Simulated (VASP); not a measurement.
# SnO2 (P1) in VASP: further runs

SnO2 is run at these levels: LDA; tasks: single point.

Everything below comes from runs of VASP 6.6.1. Logs are shortened: lines on timing, memory, paths and dates and some standing lists are left out, and cuts for length are marked.

## Step 1: The cell of the first run

The typed cell holds 6 atoms: a = 4.721 Å, b = 4.724 Å, c = 3.190 Å, α = 90.00°, β = 90.00°, γ = 90.00°.

## Step 2: Single point, LDA (atom 3 (O) moved by (-0.300, -0.300) A along [1 1 0] and z)

The input, INCAR:

```
ALGO = Normal
EDIFF = 1E-7
ENCUT = 520
ISIF = 2
ISMEAR = 0
LASPH = True
LCHARG = True
LELF = True
LREAL = False
LVHAR = True
LWAVE = False
NBANDS = 35
NELM = 100
PREC = Accurate
SIGMA = 0.05
```

The input, KPOINTS:

```
k-points
0
Gamma
  6 6 8
```

The input, POSCAR:

```
SnO2
1.0
    4.7212714761      0.0000000000      0.0000000000
    0.0000000000      4.7242464798      0.0000000000
    0.0000000000      0.0000000000      3.1900193999
Sn O
2 4
Direct
    0.5000000000      0.5000000000      0.5000000000
    0.0000000000      0.0000000000      0.0000000000
    0.2606358445      0.2616692897     -0.0940433152
    0.8055669685      0.1934278808      0.5000000000
    0.1944330315      0.8065721192      0.5000000000
    0.6944330315      0.6934278808      0.0000000000
```

Potentials or basis: VASP PAW LDA potentials, release 64 (Sn_d, O).

Command:

```sh
$ cat potpaw_LDA.64/Sn_d/POTCAR potpaw_LDA.64/O/POTCAR > POTCAR
$ mpirun -np 1 vasp_std > vasp.out
```

OUTCAR:

```text
EDIFF = 1E-7
   ENCUT = 520
   ISIF = 2
   ISMEAR = 0
   LASPH = True
   LREAL = False
   NELM = 100
   PREC = Accurate

 ion  position               nearest neighbor table
   1  0.500  0.500  0.500-   4 2.04   5 2.04   6 2.05   6 2.05   3 2.05   3 2.48   2 3.70   2 3.70
                             2 3.70   2 3.70   2 3.70   2 3.70   2 3.70   2 3.70
   2  0.000  0.000  0.000-   3 1.77   6 2.04   5 2.05   4 2.05   4 2.05   5 2.05   1 3.70   1 3.70
                             1 3.70   1 3.70   1 3.70   1 3.70   1 3.70   1 3.70
   3  0.261  0.262  0.906-   2 1.77   1 2.05   1 2.48
   4  0.806  0.193  0.500-   1 2.04   2 2.05   2 2.05
   5  0.194  0.807  0.500-   1 2.04   2 2.05   2 2.05
   6  0.694  0.693  0.000-   2 2.04   1 2.05   1 2.05

  LATTYP: Found a simple orthorhombic cell.
 ALAT       =     3.1900193999
 B/A-ratio  =     1.4800134056
 C/A-ratio  =     1.4809460030

  Lattice vectors:

 A1 = (   0.0000000000,   0.0000000000,   3.1900193999)
 A2 = (   4.7212714761,   0.0000000000,   0.0000000000)
 A3 = (   0.0000000000,   4.7242464798,   0.0000000000)

Analysis of symmetry for initial positions (statically):
=====================================================================
 Subroutine PRICEL returns:
 Original cell was already a primitive cell.

 Routine SETGRP: Setting up the symmetry group for a
 simple orthorhombic supercell.

 Subroutine GETGRP returns: Found  1 space group operations
 (whereof  1 operations were pure point group operations)
 out of a pool of  8 trial point group operations.

The static configuration has the point symmetry C_1 .

Analysis of symmetry for dynamics (positions and initial velocities):
=====================================================================
 Subroutine PRICEL returns:
 Original cell was already a primitive cell.

 Routine SETGRP: Setting up the symmetry group for a
 simple orthorhombic supercell.

 Subroutine GETGRP returns: Found  1 space group operations
 (whereof  1 operations were pure point group operations)
 out of a pool of  8 trial point group operations.

The dynamic configuration has the point symmetry C_1 .

 Subroutine INISYM returns: Found  1 space group operations
 (whereof  1 operations are pure point group operations),
 and found     1 'primitive' translations

----------------------------------------------------------------------------------------

                                     Primitive cell

  volume of cell :      71.1516

  direct lattice vectors                    reciprocal lattice vectors
     4.721271476  0.000000000  0.000000000     0.211807350  0.000000000  0.000000000
     0.000000000  4.724246480  0.000000000     0.000000000  0.211673968  0.000000000
     0.000000000  0.000000000  3.190019400     0.000000000  0.000000000  0.313477717

  length of vectors
     4.721271476  4.724246480  3.190019400     0.211807350  0.211673968  0.313477717

  position of ions in fractional coordinates (direct lattice)
     0.500000000  0.500000000  0.500000000
     0.000000000  0.000000000  0.000000000
     0.260635845  0.261669290  0.905956685
     0.805566969  0.193427881  0.500000000
     0.194433031  0.806572119  0.500000000
     0.694433031  0.693427881  0.000000000

  ion indices of the primitive-cell ions
   primitive index   ion index
                 1           1
                 2           2
                 3           3
                 4           4
                 5           5
                 6           6

----------------------------------------------------------------------------------------

 KPOINTS: k-points

Automatic generation of k-mesh.
 Grid dimensions read from file:
 generate k-points for:    6    6    8

 Generating k-lattice:

  Cartesian coordinates                     Fractional coordinates (reciprocal lattice)
     0.035301225  0.000000000  0.000000000     0.166666667  0.000000000  0.000000000
     0.000000000  0.035278995  0.000000000     0.000000000  0.166666667  0.000000000
     0.000000000  0.000000000  0.039184715     0.000000000  0.000000000  0.125000000

  Length of vectors
     0.035301225  0.035278995  0.039184715

  Shift w.r.t. Gamma in fractional coordinates (k-lattice)
     0.000000000  0.000000000  0.000000000

 Subroutine IBZKPT returns following result:
 ===========================================

 Found    148 irreducible k-points:

 Following reciprocal coordinates:
            Coordinates               Weight
  0.000000  0.000000  0.000000      1.000000
  0.166667  0.000000  0.000000      2.000000
  0.333333  0.000000  0.000000      2.000000
  0.500000  0.000000  0.000000      1.000000
  0.000000  0.166667  0.000000      2.000000
  0.166667  0.166667  0.000000      2.000000
[... 16 lines left out ...]
 -0.166667  0.000000  0.125000      2.000000
  0.333333  0.000000  0.125000      2.000000
 [... further k-points ...]
   k-points           NKPTS =    148   k-points in BZ     NKDIM =    148   number of bands    NBANDS=     35
   number of dos      NEDOS =    301   number of ions     NIONS =      6
   total plane-waves  NPLWV =  31104
   dimension x,y,z NGX =    36 NGY =   36 NGZ =   24
   dimension x,y,z NGXF=    72 NGYF=   72 NGZF=   48
   ions per type =               2   4
   NGX,Y,Z   is equivalent  to a cutoff of  12.68, 12.67, 12.51 a.u.
   NGXF,Y,Z  is equivalent  to a cutoff of  25.35, 25.34, 25.01 a.u.
 SYSTEM =  unknown system
   PREC   = accura    normal or accurate (medium, high low for compatibility)
   ISTART =      0    job   : 0-new  1-cont  2-samecut
   ICHARG =      2    charge: 1-file 2-atom 10-const
   ISPIN  =      1    spin polarized calculation?
   LNONCOLLINEAR =      F non collinear calculations
   LSORBIT =      F    spin-orbit coupling
   LASPH  =      T    aspherical Exc in radial PAW
   ENCUT  =  520.0 eV  38.22 Ry    6.18 a.u.   8.78  8.78  5.93*2*pi/ulx,y,z
   NELM   =    100;   NELMIN=  2; NELMDL= -5     # of ELM steps
   EDIFF  = 0.1E-06   stopping-criterion for ELM
   LREAL  =      F    real-space projection
   EDIFFG = 0.1E-05   stopping-criterion for IOM
   NSW    =      0    number of steps for IOM
   IBRION =     -1    ionic relax: 0-MD 1-quasi-New 2-CG
   NFREE  =      0    steps in history (QN), initial steepest desc. (CG)
   ISIF   =      2    stress and relaxation
   ISYM   =      2    0-nonsym 1-usesym 2-fastsym
   POTIM  = 0.5000    time-step for ionic-motion
   TEBEG  =    0.0;   TEEND  =   0.0 temperature during run
   PSTRESS=    0.0 pullay stress
   NELECT =      52.0000    total number of electrons
   NUPDOWN=      -1.0000    fix difference up-down
   EMIN   =  10.00;   EMAX   =-10.00  energy-range for DOS
   EFERMI =   0.00;   METHOD = LEGACY
   ISMEAR =     0;   SIGMA  =   0.05  broadening in eV -4-tet -1-fermi 0-gaus
   EFERMI_NEDOS =   21; number of points for ismear=-14 and -15
   IALGO  =     38    algorithm
   IMIX   =      4    mixing-type and parameters
     AMIX     =   0.40;   BMIX     =  1.00
     AMIX_MAG =   1.60;   BMIX_MAG =  1.00
  volume/ion in A,a.u.               =      11.86        80.03
  Fermi-wavevector in a.u.,A,eV,Ry     =   1.474623  2.786633 29.586045  2.174513
  Thomas-Fermi vector in A             =   2.589372
   LORBIT       =      0    0 simple, 1 ext, 2 COOP (PROOUT), +10 PAW based schemes
   GGA     = CA    functional components
   LHFCALC =     F    Hartree Fock is set to
   AEXX    =    0.0000 exact exchange contribution
   IVDW    =     0    specifies the selected vdW correction
   LEPSILON=     F    determine dielectric tensor
   LRPA    =     F    only Hartree local field effects (RPA)
 non-spin polarized calculation
 Gauss-broadening in eV      SIGMA  =   0.05
  energy-cutoff  :      520.00
  volume of cell :       71.15
 maximum number of plane-waves:      1944
   NGX = 17   NGY = 17   NGZ = 11

 number of electron      51.9999993 magnetization

 Free energy of the ion-electron system (eV)
  ---------------------------------------------------
  ext. energy  EPLUGINS =         0.00000000
  ---------------------------------------------------
  free energy    TOTEN  =       -40.85511656 eV

  energy without entropy =      -40.85511656  energy(sigma->0) =      -40.85511656

 E-fermi :   6.2682     XC(G=0): -11.8241

 val. band max:        6.0542115196   @ k =   0.0000   0.0000   0.0000
 cond. band min:       6.8728500667   @ k =   0.0000   0.0000   0.0000
 fundamental gap:      0.8186385472
 Fermi energy:         6.2681675817

 k-point     1 :       0.0000    0.0000    0.0000
  band No.  band energies     occupation
      1     -15.2927      2.00000
      2     -14.5532      2.00000
      3     -14.3453      2.00000
      4     -14.2565      2.00000
      5     -14.1308      2.00000
      6     -14.0752      2.00000
[... 27 lines left out ...]
     34      17.7291      0.00000
     35      18.4039      0.00000

 k-point     2 :       0.1667    0.0000    0.0000
  band No.  band energies     occupation
      1     -15.2532      2.00000
      2     -14.5973      2.00000
      3     -14.3439      2.00000
      4     -14.2789      2.00000
      5     -14.1291      2.00000
      6     -14.0731      2.00000
[... 27 lines left out ...]
     34      17.8675      0.00000
     35      18.3791      0.00000

 k-point     3 :       0.3333    0.0000    0.0000
  band No.  band energies     occupation
      1     -15.1427      2.00000
      2     -14.7331      2.00000
      3     -14.3436      2.00000
      4     -14.3074      2.00000
      5     -14.1256      2.00000
      6     -14.0688      2.00000
[... 27 lines left out ...]
     34      18.0731      0.00000
     35      18.3429      0.00000

 k-point     4 :       0.5000    0.0000    0.0000
  band No.  band energies     occupation
      1     -15.0314      2.00000
      2     -14.8629      2.00000
      3     -14.3454      2.00000
      4     -14.3141      2.00000
      5     -14.1238      2.00000
      6     -14.0666      2.00000
[... 27 lines left out ...]
     34      18.1330      0.00000
     35      18.3139      0.00000

 k-point     5 :       0.0000    0.1667    0.0000
  band No.  band energies     occupation
      1     -15.2532      2.00000
      2     -14.5973      2.00000
      3     -14.3439      2.00000
      4     -14.2789      2.00000
      5     -14.1291      2.00000
      6     -14.0731      2.00000
[... 638 lines left out ...]
 k-point    22 :       0.1667    0.0000    0.1250
  band No.  band energies     occupation
      1     -15.2304      2.00000
      2     -14.6209      2.00000
      3     -14.3678      2.00000
      4     -14.2639      2.00000
      5     -14.1368      2.00000
      6     -14.0777      2.00000
[... 27 lines left out ...]
     34      17.8331      0.00000
     35      18.3748      0.00000

 k-point    23 :      -0.1667    0.0000    0.1250
  band No.  band energies     occupation
      1     -15.1890      2.00000
      2     -14.6422      2.00000
      3     -14.3807      2.00000
      4     -14.2898      2.00000
      5     -14.1365      2.00000
      6     -14.0783      2.00000
[... 27 lines left out ...]
     34      17.8992      0.00000
     35      18.3502      0.00000

 k-point    24 :       0.3333    0.0000    0.1250
  band No.  band energies     occupation
      1     -15.1548      2.00000
      2     -14.7194      2.00000
      3     -14.3760      2.00000
      4     -14.2877      2.00000
      5     -14.1337      2.00000
      6     -14.0734      2.00000
[... 27 lines left out ...]
     34      17.9173      0.00000
     35      18.4358      0.00000

 [... further k-points ...]

------------------------ aborting loop because EDIFF is reached ----------------------------------------

  FORCE on cell =-STRESS in cart. coord.  units (eV):
  Direction    XX          YY          ZZ          XY          YZ          ZX
  --------------------------------------------------------------------------------------
  -------------------------------------------------------------------------------------
  Total        4.3278991      4.3772922      1.7427300      4.5754967     -0.7553831     -0.7597688
  in kB       97.4547165     98.5669409     39.2424253    103.0300667    -17.0095571    -17.1083126
  external PRESSURE =      78.4213609 kB  Pullay stress =       0.0000000 kB

 VOLUME and BASIS-vectors are now :
 -----------------------------------------------------------------------------
  energy-cutoff  :      520.00
  volume of cell :       71.15
      direct lattice vectors                 reciprocal lattice vectors
     4.721271476  0.000000000  0.000000000     0.211807350  0.000000000  0.000000000
     0.000000000  4.724246480  0.000000000     0.000000000  0.211673968  0.000000000
     0.000000000  0.000000000  3.190019400     0.000000000  0.000000000  0.313477717

 POSITION                                       TOTAL-FORCE (eV/Angst)
 -----------------------------------------------------------------------------------
      2.36064      2.36212      1.59501        -0.649295     -0.650040     -0.388452
      0.00000      0.00000      0.00000        -3.821485     -3.835316      1.049950
      1.23053      1.23619      2.89002         6.160548      6.178215      0.598646
      3.80330      0.91380      1.59501        -1.186606      0.221441     -0.610461
      0.91797      3.81045      1.59501         0.223413     -1.191392     -0.609049
      3.27861      3.27592      0.00000        -0.726575     -0.722907     -0.040635
 -----------------------------------------------------------------------------------
    total drift:                               -0.000082     -0.000216      0.000051

  FREE ENERGIE OF THE ION-ELECTRON SYSTEM (eV)
  ---------------------------------------------------
  free  energy   TOTEN  =       -40.8551165602 eV

  energy  without entropy=      -40.8551165602  energy(sigma->0) =      -40.85511656
```

Run time: 2.2 min. Hardware: 1 thread of Intel Xeon 6975P-C (Granite Rapids), shared host; peak memory 0.36 GiB.

What came out:

```yaml
Free_energy: -40.8551 eV
Pressure: 7.8 GPa
Largest_force: 8.745 eV/Å
Band_gap_on_the_k_mesh: 0.82 eV
```

Forces on the atoms (eV/Å):
```
Sn  -0.649 -0.650 -0.388
Sn  -3.821 -3.835  1.050
O    6.161  6.178  0.599
O   -1.187  0.221 -0.610
O    0.223 -1.191 -0.609
O   -0.727 -0.723 -0.041
```

Levels at points of the mesh, in eV from the valence-band top:
```tsv
k point	band 22	band 23	band 24	band 25	band 26	band 27	band 28	band 29	band 30	band 31
(0.00, 0.00, 0.00)	-1.55	-1.31	-0.94	-0.65	0.00	0.82	5.83	5.89	6.27	9.54
(0.50, 0.00, 0.00)	-2.25	-1.33	-1.28	-0.81	-0.40	3.63	4.57	6.70	7.08	10.01
(0.00, 0.50, 0.00)	-2.26	-1.33	-1.28	-0.82	-0.40	3.64	4.58	6.71	7.10	10.00
(0.50, 0.50, 0.00)	-2.43	-1.46	-1.26	-1.18	-0.77	4.05	5.45	7.02	7.37	10.14
(0.00, 0.00, 0.50)	-2.86	-2.13	-1.85	-1.22	-1.02	4.66	6.43	8.14	9.65	10.09
(0.50, 0.00, 0.50)	-1.84	-1.41	-1.02	-0.82	-0.67	4.86	6.47	7.39	8.10	10.01
(0.00, 0.50, 0.50)	-1.83	-1.42	-1.02	-0.82	-0.67	4.85	6.47	7.39	8.09	10.02
(0.50, 0.50, 0.50)	-2.00	-1.25	-1.04	-0.73	-0.70	3.37	4.47	8.54	8.72	9.63
```

Caveat: the cell differs from its parent crystal (atom 3 (O) moved by (-0.300, -0.300) A along [1 1 0] and z); the cell stands under pressure; spin-orbit coupling is left out, which moves the levels of the heavy elements; forces of over 1 eV/Å act on the atoms, so gaps and moduli don't describe the material at rest.

## Step 3: Single point, LDA (atom 3 (O) moved by (+0.000, -0.300) A along [1 1 0] and z)

The input, INCAR:

```
  ALGO = Normal
  EDIFF = 1E-6
  ENCUT = 520
  GGA = CA
  ISIF = 2
  ISMEAR = 0
  LASPH = T
  LCHARG = F
  LREAL = F
  LWAVE = F
  NBANDS = 35
  NELM = 100
  PREC = Accurate
  SIGMA = 0.05
```

KPOINTS is that of step 2.

Changes to POSCAR since step 2:

```diff
@@ -10,3 +10,3 @@
     0.0000000000      0.0000000000      0.0000000000
-    0.2606358445      0.2616692897     -0.0940433152
+    0.3055669685      0.3065721192     -0.0940433152
     0.8055669685      0.1934278808      0.5000000000
```

Potentials or basis: VASP PAW LDA potentials, release 64 (Sn_d, O).

Command:

```sh
$ cat potpaw_LDA.64/Sn_d/POTCAR potpaw_LDA.64/O/POTCAR > POTCAR
$ mpirun -np 1 vasp_std > vasp.out
```

Wall time 1.7 min (1 thread of Intel Xeon 6975P-C (Granite Rapids), shared host); peak memory 0.36 GiB.

It converged, with:

```
Free energy            : -41.6493 eV
Pressure               : 5.0 GPa
Largest force          : 5.021 eV/Å
Band gap on the k mesh : 1.16 eV
```

Forces in eV/Å, atoms in the order of the input:
```
Sn   1.635  1.628 -3.369
Sn   0.170  0.171 -0.103
O   -1.735 -1.729  4.384
O    0.042 -0.056 -0.511
O   -0.057  0.041 -0.510
O   -0.056 -0.054  0.109
```

Stress tensor (GPa, compression positive):
```
 4.88  2.46 -4.79
 2.46  4.85 -4.75
-4.79 -4.75  5.32
```

Levels at points of the mesh, in eV from the valence-band top:
| k point | band 23 | band 24 | band 25 | band 26 | band 27 | band 28 | band 29 | band 30 |
| --- | --- | --- | --- | --- | --- | --- | --- | --- |
| (0.00, 0.00, 0.00) | -1.32 | -0.83 | -0.74 | 0.00 | 1.16 | 5.88 | 6.04 | 6.07 |
| (0.50, 0.00, 0.00) | -1.29 | -1.27 | -0.70 | -0.61 | 4.17 | 4.28 | 6.67 | 6.79 |
| (0.00, 0.50, 0.00) | -1.29 | -1.27 | -0.71 | -0.62 | 4.18 | 4.29 | 6.68 | 6.80 |
| (0.50, 0.50, 0.00) | -1.44 | -1.31 | -0.95 | -0.93 | 4.61 | 4.69 | 7.12 | 7.15 |
| (0.00, 0.00, 0.50) | -2.01 | -1.63 | -1.27 | -1.09 | 5.70 | 6.22 | 8.99 | 9.61 |
| (0.50, 0.00, 0.50) | -1.32 | -1.04 | -0.77 | -0.73 | 5.80 | 6.63 | 7.77 | 7.98 |
| (0.00, 0.50, 0.50) | -1.33 | -1.05 | -0.77 | -0.72 | 5.80 | 6.63 | 7.77 | 7.97 |
| (0.50, 0.50, 0.50) | -1.02 | -0.99 | -0.93 | -0.87 | 4.67 | 4.75 | 8.42 | 8.63 |

Caveat: the cell differs from its parent crystal (atom 3 (O) moved by (+0.000, -0.300) A along [1 1 0] and z); the cell stands under pressure; spin-orbit coupling is left out, which moves the levels of the heavy elements; forces of over 1 eV/Å act on the atoms, so gaps and moduli don't describe the material at rest.
